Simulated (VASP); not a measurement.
# Hf (P6_3/mmc) in VASP: notebook

Hf is run at these levels: LDA; tasks: single point, relaxation of cell and atoms.

Everything below comes from runs of VASP 6.6.1. Logs are shortened: lines on timing, memory, paths and dates and some standing lists are left out, and cuts for length are marked.

## 1. The cell of the first run

It takes space group P6_3/mmc (No. 194, hexagonal). The conventional cell has a = 3.107 Å, b = 3.107 Å, c = 4.938 Å, α = 90.00°, β = 90.00°, γ = 120.00°. Hf (site symmetry -6m2) has 12 Hf at 3.05 to 3.11 Å within 4.0 Å.

## 2. Single point, LDA

The input, INCAR:

```
SYSTEM = Hf
PREC     = Accurate       ! precision mode
ENCUT    = 520            ! plane-wave cutoff, eV
EDIFF    = 1E-6           ! SCF threshold, eV
ISMEAR   = 1              ! smearing method
SIGMA    = 0.1            ! smearing width, eV
LREAL    = .False.        ! projectors in reciprocal space
LASPH    = .True.         ! aspherical terms in the spheres
NELM     = 60             ! most SCF steps
ALGO     = Normal         ! electronic algorithm
ISIF     = 2              ! what is computed and relaxed
LWAVE    = .False.        ! write WAVECAR
LCHARG   = .True.         ! write CHGCAR
GGA      = CA             ! functional
LELF     = .True.         ! ELF
LVHAR    = .True.       
NBANDS   = 17             ! bands
```

The input, KPOINTS:

```
regular mesh
0
Gamma
  8 8 5
  0 0 0
```

The input, POSCAR:

```
Hf
1.0
    3.1068665648      0.0000000000      0.0000000000
   -1.5534332824      2.6906253713      0.0000000000
    0.0000000000      0.0000000000      4.9376686331
Hf
2
Direct
    0.3333333333      0.6666666667      0.2500000000
    0.6666666667      0.3333333333      0.7500000000
```

Potentials or basis: VASP PAW LDA potentials, release 64 (Hf_pv).

Launch:

```
> cat potpaw_LDA.64/Hf_pv/POTCAR > POTCAR
> mpirun -np 1 vasp_std > vasp.out
```

OUTCAR:

```text
SYSTEM = Hf
   PREC = Accurate
   ENCUT = 520
   EDIFF = 1E-6
   ISMEAR = 1
   LREAL = .False.
   LASPH = .True.
   NELM = 60
   ISIF = 2
   GGA = CA

 ion  position               nearest neighbor table
   1  0.333  0.667  0.250-   2 3.05   2 3.05   2 3.05   2 3.05   2 3.05   2 3.05
   2  0.667  0.333  0.750-   1 3.05   1 3.05   1 3.05   1 3.05   1 3.05   1 3.05

  LATTYP: Found a hexagonal cell.
 ALAT       =     3.1068665648
 C/A-ratio  =     1.5892760536

  Lattice vectors:

 A1 = (   3.1068665648,   0.0000000000,   0.0000000000)
 A2 = (  -1.5534332824,   2.6906253713,   0.0000000000)
 A3 = (   0.0000000000,   0.0000000000,   4.9376686331)

Analysis of symmetry for initial positions (statically):
=====================================================================
 Subroutine PRICEL returns:
 Original cell was already a primitive cell.

 Routine SETGRP: Setting up the symmetry group for a
 hexagonal supercell.

 Subroutine GETGRP returns: Found 24 space group operations
 (whereof 12 operations were pure point group operations)
 out of a pool of 24 trial point group operations.

The static configuration has the point symmetry D_3d.
 The point group associated with its full space group is D_6h.

Analysis of symmetry for dynamics (positions and initial velocities):
=====================================================================
 Subroutine PRICEL returns:
 Original cell was already a primitive cell.

 Routine SETGRP: Setting up the symmetry group for a
 hexagonal supercell.

 Subroutine GETGRP returns: Found 24 space group operations
 (whereof 12 operations were pure point group operations)
 out of a pool of 24 trial point group operations.

The dynamic configuration has the point symmetry D_3d.
 The point group associated with its full space group is D_6h.

 Subroutine INISYM returns: Found 24 space group operations
 (whereof 12 operations are pure point group operations),
 and found     1 'primitive' translations

----------------------------------------------------------------------------------------

                                     Primitive cell

  volume of cell :      41.2760

  direct lattice vectors                    reciprocal lattice vectors
     3.106866565  0.000000000  0.000000000     0.321867701  0.185830404  0.000000000
    -1.553433282  2.690625371  0.000000000     0.000000000  0.371660808  0.000000000
     0.000000000  0.000000000  4.937668633     0.000000000  0.000000000  0.202524729

  length of vectors
     3.106866565  3.106866565  4.937668633     0.371660808  0.371660808  0.202524729

  position of ions in fractional coordinates (direct lattice)
     0.333333333  0.666666667  0.250000000
     0.666666667  0.333333333  0.750000000

  ion indices of the primitive-cell ions
   primitive index   ion index
                 1           1
                 2           2

----------------------------------------------------------------------------------------

 KPOINTS: regular mesh

Automatic generation of k-mesh.
 Grid dimensions read from file:
 generate k-points for:    8    8    5

 Generating k-lattice:

  Cartesian coordinates                     Fractional coordinates (reciprocal lattice)
     0.040233463  0.023228801  0.000000000     0.125000000  0.000000000  0.000000000
     0.000000000  0.046457601  0.000000000     0.000000000  0.125000000  0.000000000
     0.000000000  0.000000000  0.040504946     0.000000000  0.000000000  0.200000000

  Length of vectors
     0.046457601  0.046457601  0.040504946

  Shift w.r.t. Gamma in fractional coordinates (k-lattice)
     0.000000000  0.000000000  0.000000000

 Subroutine IBZKPT returns following result:
 ===========================================

 Found     30 irreducible k-points:

 Following reciprocal coordinates:
            Coordinates               Weight
  0.000000  0.000000  0.000000      1.000000
  0.125000  0.000000  0.000000      6.000000
  0.250000  0.000000  0.000000      6.000000
  0.375000 -0.000000  0.000000      6.000000
  0.500000  0.000000  0.000000      3.000000
  0.125000  0.125000  0.000000      6.000000
[... 16 lines left out ...]
  0.250000  0.000000  0.400000     12.000000
  0.375000 -0.000000  0.400000     12.000000
 [... further k-points ...]
   k-points           NKPTS =     30   k-points in BZ     NKDIM =     30   number of bands    NBANDS=     17
   number of dos      NEDOS =    301   number of ions     NIONS =      2
   total plane-waves  NPLWV =  23040
   dimension x,y,z NGX =    24 NGY =   24 NGZ =   40
   dimension x,y,z NGXF=    48 NGYF=   48 NGZF=   80
   ions per type =               2
   NGX,Y,Z   is equivalent  to a cutoff of  12.84, 12.84, 13.47 a.u.
   NGXF,Y,Z  is equivalent  to a cutoff of  25.68, 25.68, 26.94 a.u.
 SYSTEM =  Hf
   PREC   = accura    normal or accurate (medium, high low for compatibility)
   ISTART =      0    job   : 0-new  1-cont  2-samecut
   ICHARG =      2    charge: 1-file 2-atom 10-const
   ISPIN  =      1    spin polarized calculation?
   LNONCOLLINEAR =      F non collinear calculations
   LSORBIT =      F    spin-orbit coupling
   LASPH  =      T    aspherical Exc in radial PAW
   ENCUT  =  520.0 eV  38.22 Ry    6.18 a.u.   5.78  5.78  9.18*2*pi/ulx,y,z
   NELM   =     60;   NELMIN=  2; NELMDL= -5     # of ELM steps
   EDIFF  = 0.1E-05   stopping-criterion for ELM
   LREAL  =      F    real-space projection
   EDIFFG = 0.1E-04   stopping-criterion for IOM
   NSW    =      0    number of steps for IOM
   IBRION =     -1    ionic relax: 0-MD 1-quasi-New 2-CG
   NFREE  =      0    steps in history (QN), initial steepest desc. (CG)
   ISIF   =      2    stress and relaxation
   ISYM   =      2    0-nonsym 1-usesym 2-fastsym
   POTIM  = 0.5000    time-step for ionic-motion
   TEBEG  =    0.0;   TEEND  =   0.0 temperature during run
   PSTRESS=    0.0 pullay stress
   NELECT =      20.0000    total number of electrons
   NUPDOWN=      -1.0000    fix difference up-down
   EMIN   =  10.00;   EMAX   =-10.00  energy-range for DOS
   EFERMI =   0.00;   METHOD = LEGACY
   ISMEAR =     1;   SIGMA  =   0.10  broadening in eV -4-tet -1-fermi 0-gaus
   EFERMI_NEDOS =   21; number of points for ismear=-14 and -15
   IALGO  =     38    algorithm
   IMIX   =      4    mixing-type and parameters
     AMIX     =   0.40;   BMIX     =  1.00
     AMIX_MAG =   1.60;   BMIX_MAG =  1.00
  volume/ion in A,a.u.               =      20.64       139.27
  Fermi-wavevector in a.u.,A,eV,Ry     =   1.285836  2.429878 22.495521  1.653374
  Thomas-Fermi vector in A             =   2.417946
   LORBIT       =      0    0 simple, 1 ext, 2 COOP (PROOUT), +10 PAW based schemes
   GGA     = CA    functional components
   LHFCALC =     F    Hartree Fock is set to
   AEXX    =    0.0000 exact exchange contribution
   IVDW    =     0    specifies the selected vdW correction
   LEPSILON=     F    determine dielectric tensor
   LRPA    =     F    only Hartree local field effects (RPA)
 non-spin polarized calculation
 Methfessel and Paxton  Order N= 1 SIGMA  =   0.10
  energy-cutoff  :      520.00
  volume of cell :       41.28
 maximum number of plane-waves:      1120
 NGX is ok and might be reduce to    24
   NGX = 11   NGY = 11   NGZ = 19

 number of electron      19.9999999 magnetization

 Free energy of the ion-electron system (eV)
  ---------------------------------------------------
  ext. energy  EPLUGINS =         0.00000000
  ---------------------------------------------------
  free energy    TOTEN  =       -21.38590136 eV

  energy without entropy =      -21.38447211  energy(sigma->0) =      -21.38542495

 E-fermi :   5.4584     XC(G=0): -11.8432

 val. band max:        5.4514040867   @ k =   0.1250   0.0000   0.4000
 cond. band min:       5.4906328900   @ k =   0.2500   0.1250   0.4000
 fundamental gap:      0.0392288033
 Fermi energy:         5.4583601776

 k-point     1 :       0.0000    0.0000    0.0000
  band No.  band energies     occupation
      1     -25.5317      2.00000
      2     -24.5472      2.00000
      3     -24.5472      2.00000
      4     -24.3871      2.00000
      5     -24.3832      2.00000
      6     -24.3832      2.00000
[... 9 lines left out ...]
     16       8.1217      0.00000
     17      11.0680      0.00000

 k-point     2 :       0.1250    0.0000    0.0000
  band No.  band energies     occupation
      1     -25.4789      2.00000
      2     -24.6624      2.00000
      3     -24.5848      2.00000
      4     -24.5036      2.00000
      5     -24.4111      2.00000
      6     -24.3987      2.00000
[... 9 lines left out ...]
     16       7.8676      0.00000
     17      11.4295      0.00000

 k-point     3 :       0.2500    0.0000    0.0000
  band No.  band energies     occupation
      1     -25.3364      2.00000
      2     -24.9394      2.00000
      3     -24.7769      2.00000
      4     -24.6702      2.00000
      5     -24.4836      2.00000
      6     -24.4403      2.00000
[... 9 lines left out ...]
     16       9.1798      0.00000
     17      11.9636      0.00000

 k-point     4 :       0.3750   -0.0000    0.0000
  band No.  band energies     occupation
      1     -25.2129      2.00000
      2     -25.1532      2.00000
      3     -25.0298      2.00000
      4     -24.7506      2.00000
      5     -24.5962      2.00000
      6     -24.4851      2.00000
[... 9 lines left out ...]
     16      10.9796      0.00000
     17      12.2589      0.00000

 k-point     5 :       0.5000    0.0000    0.0000
  band No.  band energies     occupation
      1     -25.3245      2.00000
      2     -25.1300      2.00000
      3     -25.0446      2.00000
      4     -24.7829      2.00000
      5     -24.6753      2.00000
      6     -24.5042      2.00000
[... 9 lines left out ...]
     16      12.3390      0.00000
     17      12.9839      0.00000

 k-point     6 :       0.1250    0.1250    0.0000
  band No.  band energies     occupation
      1     -25.3809      2.00000
      2     -24.8199      2.00000
      3     -24.7634      2.00000
      4     -24.5959      2.00000
      5     -24.4596      2.00000
      6     -24.4532      2.00000
[... 9 lines left out ...]
     16       8.9673      0.00000
     17      11.6696      0.00000

 k-point     7 :       0.2500    0.1250    0.0000
  band No.  band energies     occupation
      1     -25.2146      2.00000
      2     -25.0749      2.00000
      3     -24.9671      2.00000
      4     -24.7269      2.00000
      5     -24.5554      2.00000
      6     -24.5271      2.00000
[... 9 lines left out ...]
     16      10.8142      0.00000
     17      11.8889      0.00000

 k-point     8 :       0.3750    0.1250    0.0000
  band No.  band energies     occupation
      1     -25.2649      2.00000
      2     -25.0829      2.00000
      3     -25.0470      2.00000
      4     -24.8306      2.00000
      5     -24.6727      2.00000
      6     -24.5744      2.00000
[... 9 lines left out ...]
     16      11.9879      0.00000
     17      12.7374      0.00000
[... 203 lines left out ...]
      1     -25.2271      2.00000
      2     -25.1852      2.00000
      3     -24.9100      2.00000
      4     -24.8669      2.00000
      5     -24.6937      2.00000
      6     -24.5941      2.00000
[... 9 lines left out ...]
     16      11.7244      0.00000
     17      12.9505      0.00000

 k-point    20 :       0.3750    0.2500    0.2000
  band No.  band energies     occupation
      1     -25.2431      2.00000
      2     -25.1355      2.00000
      3     -25.0528      2.00000
      4     -24.8067      2.00000
      5     -24.7561      2.00000
      6     -24.6530      2.00000
[... 9 lines left out ...]
     16      11.6223      0.00000
     17      12.2803      0.00000

 k-point    21 :       0.0000    0.0000    0.4000
  band No.  band energies     occupation
      1     -25.1589      2.00000
      2     -24.8063      2.00000
      3     -24.4909      2.00000
      4     -24.4909      2.00000
      5     -24.4403      2.00000
      6     -24.4403      2.00000
[... 9 lines left out ...]
     16       9.9069      0.00000
     17      10.9353      0.00000

 k-point    22 :       0.1250    0.0000    0.4000
  band No.  band energies     occupation
      1     -25.1568      2.00000
      2     -24.8552      2.00000
      3     -24.5777      2.00000
      4     -24.5211      2.00000
      5     -24.5024      2.00000
      6     -24.4636      2.00000
[... 9 lines left out ...]
     16       9.8645      0.00000
     17      10.9111      0.00000

 k-point    23 :       0.2500    0.0000    0.4000
  band No.  band energies     occupation
      1     -25.2038      2.00000
      2     -25.0417      2.00000
      3     -24.7219      2.00000
      4     -24.5919      2.00000
      5     -24.5798      2.00000
      6     -24.5208      2.00000
[... 9 lines left out ...]
     16      10.0079      0.00000
     17      10.9250      0.00000

 k-point    24 :       0.3750   -0.0000    0.4000
  band No.  band energies     occupation
      1     -25.3492      2.00000
      2     -25.2669      2.00000
      3     -24.7508      2.00000
      4     -24.6604      2.00000
      5     -24.6130      2.00000
      6     -24.5784      2.00000
[... 9 lines left out ...]
     16      11.0272      0.00000
     17      11.5114      0.00000

 [... further k-points ...]
[... 5 lines left out ...]
  --------------------------------------------------------------------------------------
  -------------------------------------------------------------------------------------
  Total        0.3355785      0.3355785      0.4324843      0.0000000      0.0000000      0.0000000
  in kB       13.0258757     13.0258757     16.7873875      0.0000000      0.0000000      0.0000000
  external PRESSURE =      14.2797129 kB  Pullay stress =       0.0000000 kB

 VOLUME and BASIS-vectors are now :
 -----------------------------------------------------------------------------
  energy-cutoff  :      520.00
  volume of cell :       41.28
      direct lattice vectors                 reciprocal lattice vectors
     3.106866565  0.000000000  0.000000000     0.321867701  0.185830404  0.000000000
    -1.553433282  2.690625371  0.000000000     0.000000000  0.371660808  0.000000000
     0.000000000  0.000000000  4.937668633     0.000000000  0.000000000  0.202524729

 POSITION                                       TOTAL-FORCE (eV/Angst)
 -----------------------------------------------------------------------------------
     -0.00000      1.79375      1.23442         0.000000     -0.000000      0.000000
      1.55343      0.89688      3.70325        -0.000000      0.000000      0.000000
 -----------------------------------------------------------------------------------
    total drift:                               -0.000000      0.000000     -0.000000

  FREE ENERGIE OF THE ION-ELECTRON SYSTEM (eV)
  ---------------------------------------------------
  free  energy   TOTEN  =       -21.3859013620 eV

  energy  without entropy=      -21.3844721116  energy(sigma->0) =      -21.38542495
```

Wall time 11 s (1 thread of Intel Xeon Platinum 8488C (Sapphire Rapids), shared host); peak memory 0.15 GiB.

What came out:

```
Free energy            : -21.3859 eV
Pressure               : 1.4 GPa
Band gap on the k mesh : zero (bands 10 and 11 overlap by 1.45 eV)
```

Caveat: spin-orbit coupling is left out, which moves the levels of the heavy elements.

(Part 1 of 2 ends here.)
